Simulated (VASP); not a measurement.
# AlGa2As3 in VASP: further runs

AlGa2As3 is run at these levels: PBE; tasks: single point.

Program: VASP 6.6.1. These are calculated values, not measurements. Logs are shortened: lines on timing, memory, paths and dates and some standing lists are left out, and cuts for length are marked.

## 1. The cell of the first run

It takes space group I-4m2 (No. 119, tetragonal). Conventional cell: a = 4.059 Å, b = 4.059 Å, c = 17.215 Å, α = 90.00°, β = 90.00°, γ = 90.00°. Within 3.3 Å of Al (site symmetry -4m2) lie 4 As at 2.48 Å. Within 3.3 Å of Ga (site symmetry 2mm) lie 4 As at 2.49 Å. As (site symmetry -4m2) has 4 Ga at 2.49 Å within 3.3 Å. As (site symmetry 2mm) has 2 Al at 2.48 Å and 2 Ga at 2.49 Å within 3.3 Å.

## 2. Single point, PBE

Contents of INCAR:

```
SYSTEM = AlGa2As3
PREC = Accurate
ENCUT = 520
EDIFF = 1E-6
ISMEAR = 0
SIGMA = 0.1
LREAL = .False.
LASPH = .True.
NELM = 100
ALGO = Normal
ISIF = 2
LWAVE = .False.
LCHARG = .True.
GGA = PE
LELF = .True.
LVHAR = .True.
NBANDS = 31
```

Contents of KPOINTS:

```
Automatic mesh
0
Gamma
  6 6 6
  0 0 0
```

Contents of POSCAR:

```
AlGa2As3
1.0
   -2.0296949000      2.0296949000      8.6074887000
    2.0296949000     -2.0296949000      8.6074887000
    2.0296949000      2.0296949000     -8.6074887000
Al Ga As
1 2 3
Direct
    0.0000000000      0.0000000000      0.0000000000
    0.6665590000      0.6665590000      0.0000000000
    0.3334410000      0.3334410000      0.0000000000
    0.2500000000      0.7500000000      0.5000000000
    0.9172480000      0.4172480000      0.5000000000
    0.5827520000      0.0827520000      0.5000000000
```

Potentials or basis: VASP PAW PBE potentials, release 64 (Al, Ga_d, As).

The run is started by

```console
cat potpaw_PBE.64/Al/POTCAR potpaw_PBE.64/Ga_d/POTCAR potpaw_PBE.64/As/POTCAR > POTCAR
mpirun -np 1 vasp_std > vasp.out
```

OUTCAR:

```text
SYSTEM = AlGa2As3
   PREC = Accurate
   ENCUT = 520
   EDIFF = 1E-6
   ISMEAR = 0
   LREAL = .False.
   LASPH = .True.
   NELM = 100
   ISIF = 2
   GGA = PE

 ion  position               nearest neighbor table
   1  0.000  0.000  0.000-   6 2.48   5 2.48   6 2.48   5 2.48
   2  0.667  0.667  0.000-   4 2.49   4 2.49   6 2.49   6 2.49
   3  0.333  0.333  0.000-   4 2.49   4 2.49   5 2.49   5 2.49
   4  0.250  0.750  0.500-   3 2.49   2 2.49   3 2.49   2 2.49
   5  0.917  0.417  0.500-   1 2.48   1 2.48   3 2.49   3 2.49
   6  0.583  0.083  0.500-   1 2.48   1 2.48   2 2.49   2 2.49

  LATTYP: Found a body centered tetragonal cell.
 ALAT       =     4.0593898000
 C/A-ratio  =     4.2407795871

  Lattice vectors:

 A1 = (  -2.0296949000,   2.0296949000,   8.6074887000)
 A2 = (   2.0296949000,  -2.0296949000,   8.6074887000)
 A3 = (   2.0296949000,   2.0296949000,  -8.6074887000)

Analysis of symmetry for initial positions (statically):
=====================================================================
 Subroutine PRICEL returns:
 Original cell was already a primitive cell.

 Routine SETGRP: Setting up the symmetry group for a
 body centered tetragonal supercell.

 Subroutine GETGRP returns: Found  8 space group operations
 (whereof  8 operations were pure point group operations)
 out of a pool of 16 trial point group operations.

The static configuration has the point symmetry D_2d.

Analysis of symmetry for dynamics (positions and initial velocities):
=====================================================================
 Subroutine PRICEL returns:
 Original cell was already a primitive cell.

 Routine SETGRP: Setting up the symmetry group for a
 body centered tetragonal supercell.

 Subroutine GETGRP returns: Found  8 space group operations
 (whereof  8 operations were pure point group operations)
 out of a pool of 16 trial point group operations.

The dynamic configuration has the point symmetry D_2d.

 Subroutine INISYM returns: Found  8 space group operations
 (whereof  8 operations are pure point group operations),
 and found     1 'primitive' translations

----------------------------------------------------------------------------------------

                                     Primitive cell

[... 98 lines left out ...]
   EDIFF  = 0.1E-05   stopping-criterion for ELM
   LREAL  =      F    real-space projection
   EDIFFG = 0.1E-04   stopping-criterion for IOM
   NSW    =      0    number of steps for IOM
   IBRION =     -1    ionic relax: 0-MD 1-quasi-New 2-CG
   NFREE  =      0    steps in history (QN), initial steepest desc. (CG)
   ISIF   =      2    stress and relaxation
   ISYM   =      2    0-nonsym 1-usesym 2-fastsym
   POTIM  = 0.5000    time-step for ionic-motion
   TEBEG  =    0.0;   TEEND  =   0.0 temperature during run
   PSTRESS=    0.0 pullay stress
   NELECT =      44.0000    total number of electrons
   NUPDOWN=      -1.0000    fix difference up-down
   EMIN   =  10.00;   EMAX   =-10.00  energy-range for DOS
   EFERMI =   0.00;   METHOD = LEGACY
   ISMEAR =     0;   SIGMA  =   0.10  broadening in eV -4-tet -1-fermi 0-gaus
   EFERMI_NEDOS =   21; number of points for ismear=-14 and -15
   IALGO  =     38    algorithm
   IMIX   =      4    mixing-type and parameters
     AMIX     =   0.40;   BMIX     =  1.00
     AMIX_MAG =   1.60;   BMIX_MAG =  1.00
  volume/ion in A,a.u.               =      23.64       159.53
  Fermi-wavevector in a.u.,A,eV,Ry     =   1.108221  2.094234 16.710048  1.228154
  Thomas-Fermi vector in A             =   2.244745
   LORBIT       =      0    0 simple, 1 ext, 2 COOP (PROOUT), +10 PAW based schemes
   GGA     = PE    functional components
   LHFCALC =     F    Hartree Fock is set to
   AEXX    =    0.0000 exact exchange contribution
   IVDW    =     0    specifies the selected vdW correction
   LEPSILON=     F    determine dielectric tensor
   LRPA    =     F    only Hartree local field effects (RPA)
 non-spin polarized calculation
 Gauss-broadening in eV      SIGMA  =   0.10
  energy-cutoff  :      520.00
  volume of cell :      141.84
 maximum number of plane-waves:      3872
 NGX is ok and might be reduce to    70

 number of electron      44.0000007 magnetization

 Free energy of the ion-electron system (eV)
  ---------------------------------------------------
  ext. energy  EPLUGINS =         0.00000000
  ---------------------------------------------------
  free energy    TOTEN  =       -25.90697078 eV

  energy without entropy =      -25.90697075  energy(sigma->0) =      -25.90697076

 E-fermi :   3.8512     XC(G=0):  -9.2161

 val. band max:        3.5245467908   @ k =   0.0000   0.0000   0.0000
 cond. band min:       4.1662493246   @ k =   0.0000   0.0000   0.0000
 fundamental gap:      0.6417025338
 Fermi energy:         3.8511850710

 k-point     1 :       0.0000    0.0000    0.0000
  band No.  band energies     occupation
      1     -11.1559      2.00000
      2     -11.1074      2.00000
      3     -11.0743      2.00000
      4     -11.0743      2.00000
      5     -11.0537      2.00000
      6     -11.0537      2.00000
[... 805 lines left out ...]
     30       8.2369      0.00000
     31       9.1084      0.00000

 [... further k-points ...]

------------------------ aborting loop because EDIFF is reached ----------------------------------------

  FORCE on cell =-STRESS in cart. coord.  units (eV):
  Direction    XX          YY          ZZ          XY          YZ          ZX
  --------------------------------------------------------------------------------------
  -------------------------------------------------------------------------------------
  Total        0.2012436      0.2012436      0.0211337      0.0000000      0.0000000      0.0000000
  in kB        2.2731847      2.2731847      0.2387196      0.0000000      0.0000000      0.0000000
  external PRESSURE =       1.5950297 kB  Pullay stress =       0.0000000 kB

 VOLUME and BASIS-vectors are now :
 -----------------------------------------------------------------------------
  energy-cutoff  :      520.00
  volume of cell :      141.84
      direct lattice vectors                 reciprocal lattice vectors
    -2.029694900  2.029694900  8.607488700     0.000000000  0.246342443  0.058088952
     2.029694900 -2.029694900  8.607488700     0.246342443  0.000000000  0.058088952
     2.029694900  2.029694900 -8.607488700     0.246342443  0.246342443  0.000000000

 POSITION                                       TOTAL-FORCE (eV/Angst)
 -----------------------------------------------------------------------------------
      0.00000      0.00000      0.00000         0.000000     -0.000000      0.000000
      0.00000      0.00000     11.47480        -0.000000      0.000000      0.001999
      0.00000      0.00000      5.74018        -0.000000      0.000000     -0.001999
      2.02969      0.00000      4.30374         0.000000     -0.000000      0.000000
      0.00000      2.02969      7.18291        -0.000000      0.000000      0.001347
      0.00000      2.02969      1.42457        -0.000000      0.000000     -0.001347
 -----------------------------------------------------------------------------------
    total drift:                                0.000001     -0.000001     -0.000000

  FREE ENERGIE OF THE ION-ELECTRON SYSTEM (eV)
  ---------------------------------------------------
  free  energy   TOTEN  =       -25.9069707763 eV

  energy  without entropy=      -25.9069707503  energy(sigma->0) =      -25.90697076
```

OSZICAR:

```text
N       E                     dE             d eps       ncg     rms          rms(c)
DAV:   1     0.319159806062E+03    0.31916E+03   -0.19200E+04  1965   0.171E+03
DAV:   2     0.172184576154E+02   -0.30194E+03   -0.28739E+03  2016   0.462E+02
DAV:   3    -0.245983138067E+02   -0.41817E+02   -0.40827E+02  2267   0.125E+02
DAV:   4    -0.263891804694E+02   -0.17909E+01   -0.17858E+01  2301   0.277E+01
DAV:   5    -0.264314942981E+02   -0.42314E-01   -0.42305E-01  2461   0.397E+00    0.500E+00
DAV:   6    -0.259614258577E+02    0.47007E+00   -0.75786E-01  2688   0.989E+00    0.286E+00
DAV:   7    -0.259042667853E+02    0.57159E-01   -0.45139E-01  2193   0.289E+00    0.989E-01
DAV:   8    -0.259060534742E+02   -0.17867E-02   -0.60225E-02  2263   0.267E+00    0.190E-01
DAV:   9    -0.259064626269E+02   -0.40915E-03   -0.76466E-03  2432   0.121E+00    0.732E-02
DAV:  10    -0.259067780958E+02   -0.31547E-03   -0.96770E-04  2313   0.219E-01    0.363E-02
DAV:  11    -0.259069661523E+02   -0.18806E-03   -0.26463E-04  2199   0.833E-02    0.109E-02
DAV:  12    -0.259069689205E+02   -0.27682E-05   -0.94499E-06  2654   0.218E-02    0.473E-03
DAV:  13    -0.259069704103E+02   -0.14898E-05   -0.45097E-06  1900   0.892E-03    0.181E-03
DAV:  14    -0.259069707763E+02   -0.36603E-06   -0.29664E-07  1414   0.338E-03
   1 F= -.25906971E+02 E0= -.25906971E+02  d E =-.259955E-07
```

stdout:

```text
POSCAR found type information on POSCAR AlGaAs
 POSCAR found :  3 types and       6 ions
 scaLAPACK will be used
 LDA part: xc-table for (Slater+PW92), standard interpolation
 POSCAR, INCAR and KPOINTS ok, starting setup
 FFT: planning ... GRIDC
 FFT: planning ... GRID_SOFT
 FFT: planning ... GRID
 WAVECAR not read
 entering main loop
```

It took 4.2 min on 1 thread of Intel Xeon 6975P-C (Granite Rapids), shared host; peak memory 0.72 GiB.

Results:

```
Free energy            : -25.9070 eV
Pressure               : 0.2 GPa
Band gap on the k mesh : 0.64 eV
```

Levels at points of the mesh, in eV from the valence-band top:
```csv
k point,band 18,band 19,band 20,band 21,band 22,band 23,band 24,band 25,band 26,band 27
"(0.00, 0.00, 0.00)",-1.93,-1.93,-0.03,0.00,0.00,0.64,1.63,1.97,2.72,2.78
"(0.50, 0.00, 0.00)",-2.48,-1.10,-1.00,-0.98,-0.95,1.18,2.47,2.82,4.50,4.60
"(0.50, 0.50, 0.00)",-3.00,-2.86,-2.85,-2.37,-2.37,1.52,1.80,3.11,3.38,3.50
"(0.50, 0.50, 0.50)",-2.20,-0.96,-0.96,-0.79,-0.79,1.51,1.82,2.46,2.94,3.19
```

Caveat: semilocal functionals underestimate gaps, and a narrow one can read as zero.

## 3. Single point, PBE

This run uses another cell than the first one: it holds 12 atoms, not 6.

Contents of INCAR:

```
SYSTEM = AlGa2As3
PREC = Accurate
ENCUT = 520
EDIFF = 1E-6
ISMEAR = 0
SIGMA = 0.1
LREAL = .FALSE.
LASPH = .TRUE.
NELM = 60
ALGO = Normal
ISIF = 2
LWAVE = .FALSE.
LCHARG = .FALSE.
GGA = PE
NBANDS = 56
```

Contents of KPOINTS:

```
regular mesh
0
G
  4 2 4
  0 0 0
```

Contents of POSCAR:

```
AlGa2As3
1.0
    4.0593898000      0.0000000000      0.0000000000
    0.0000000000     -8.1187796000      0.0000000000
   -2.0296949000      2.0296949000     -8.6074887000
Al Ga As
2 4 6
Direct
    0.0000000000      0.0000000000      0.0000000000
    0.0000000000      0.5000000000      0.0000000000
    0.3334410000      0.6667205000      0.6668820000
    0.3334410000      0.1667205000      0.6668820000
    0.6665590000      0.8332795000      0.3331180000
    0.6665590000      0.3332795000      0.3331180000
    0.2500000000      0.8750000000      0.5000000000
    0.2500000000      0.3750000000      0.5000000000
    0.5827520000      0.5413760000      0.1655040000
    0.5827520000      0.0413760000      0.1655040000
    0.9172480000      0.7086240000      0.8344960000
    0.9172480000      0.2086240000      0.8344960000
```

Potentials or basis: VASP PAW PBE potentials, release 64 (Al, Ga_d, As).

The run is started by

```console
cat potpaw_PBE.64/Al/POTCAR potpaw_PBE.64/Ga_d/POTCAR potpaw_PBE.64/As/POTCAR > POTCAR
mpirun -np 1 vasp_std > vasp.out
```

Run time: 2.2 min. Hardware: 1 thread of Intel Xeon 6975P-C (Granite Rapids), shared host; peak memory 0.45 GiB.

The run converged. Its results:

```yaml
Free_energy: -51.5575 eV
Pressure: 0.2 GPa
Largest_force: 0.014 eV/Å
Band_gap_on_the_k_mesh: 0.64 eV
```

Forces in eV/Å, atoms in the order of the input:
```
Al   0.000  0.000  0.000
Al   0.000  0.000  0.000
Ga   0.000  0.000  0.007
Ga   0.000  0.000  0.007
Ga   0.000  0.000 -0.007
Ga   0.000  0.000 -0.007
As   0.000  0.000  0.000
As   0.000  0.000  0.000
As   0.000  0.000  0.014
As   0.000  0.000  0.014
As   0.000  0.000 -0.014
As   0.000  0.000 -0.014
```

Stress tensor (GPa, compression positive):
```
 0.59  0.00  0.00
 0.00  0.59  0.00
 0.00  0.00 -0.44
```

Levels at points of the mesh, in eV from the valence-band top:
```tsv
k point	band 41	band 42	band 43	band 44	band 45	band 46	band 47	band 48
(0.00, 0.00, 0.00)	-0.95	-0.03	0.00	0.00	0.64	1.17	1.62	1.96
(0.50, 0.00, 0.00)	-1.11	-1.01	-0.98	-0.95	1.17	1.51	1.79	2.47
(0.00, 0.50, 0.00)	-1.05	-1.05	-0.27	-0.27	2.09	2.09	2.29	2.29
(0.50, 0.50, 0.00)	-1.80	-1.80	-1.70	-1.70	2.23	2.23	2.48	2.48
(0.00, 0.00, 0.50)	-0.97	-0.95	-0.79	-0.79	1.17	1.50	1.82	2.45
(0.00, 0.50, 0.50)	-0.58	-0.58	-0.57	-0.57	1.53	1.53	1.98	1.98
```

Caveat: semilocal functionals underestimate gaps, and a narrow one can read as zero.

(Continued in part 2 of 2.)
